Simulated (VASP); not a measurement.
AlCo: single point with PBEsol

AlCo:

```xyz
4
Lattice="-2.8226 0.0000 0.0000 0.0000 2.8226 2.8226 0.0000 2.8226 -2.8226" Properties=species:S:1:pos:R:3 pbc="T T T"
Al    0.0000    0.0000   -0.1871
Al    0.0000    2.8226    0.1871
Co   -1.4113    1.1863    1.4113
Co   -1.4113    1.6363   -1.4113
```

This cell differs from its parent crystal: atoms displaced along a vibrational mode.

| Item | Value |
| --- | --- |
| Program | VASP 6.6.1 |
| Task | single point |
| Functional | PBEsol |
| Potentials or basis | VASP PAW PBE potentials, release 64 (Al, Co) |
| Cutoff | 520 eV |
| k mesh | 22 × 16 × 16 |
| Occupations | gaussian, width 0.15 eV |
| Spin | no spin polarisation |
| Dipole correction | no |
| Further INCAR settings | ALGO = Fast; EDIFF = 1e-06; NBANDS = 20 |

```yaml
Pressure: 4.7 GPa
Largest_force: 1.850 eV/Å
Band_gap_on_the_k_mesh: zero (bands 12 and 13 overlap by 0.95 eV)
```

Forces in eV/Å, atoms in the order of the input:
```
Al   0.000  0.000  1.112
Al   0.000  0.000 -1.112
Co   0.000  1.850  0.000
Co   0.000 -1.850  0.000
```

Stress tensor (GPa, compression positive):
```
-3.17  0.00  0.00
 0.00  5.04  0.00
 0.00  0.00 12.33
```

Levels at points of the mesh, in eV from the Fermi level:
```tsv
k point	band 10	band 11	band 12	band 13	band 14	band 15
(0.00, 0.00, 0.00)	-0.81	-0.62	-0.43	-0.20	1.90	3.40
(0.50, 0.00, 0.00)	-0.24	-0.07	0.16	2.51	2.79	3.00
(0.00, 0.50, 0.00)	-1.15	-1.01	-0.81	0.70	1.79	3.55
(0.50, 0.50, 0.00)	-1.02	-0.80	0.14	0.31	0.52	4.88
(0.00, 0.50, 0.50)	-1.32	-0.59	-0.55	0.01	0.09	8.47
(0.50, 0.50, 0.50)	-1.39	-1.12	-0.63	-0.07	-0.07	2.30
```

Run time: 19 min on 1 thread of Oxide Virtual Turin-like Processor, on a shared host, peak memory 0.7 GiB.

Caveat: the cell differs from its parent crystal (atoms displaced along a vibrational mode); the stress differs along the axes, from -3 to 12 GPa; the PAW data sets were made with another functional, which shifts forces and pressure a little; the run has no spin polarisation, though such a crystal can be magnetic. Spin polarisation is off, so any magnetic state and its effect on volume and gap are missing.
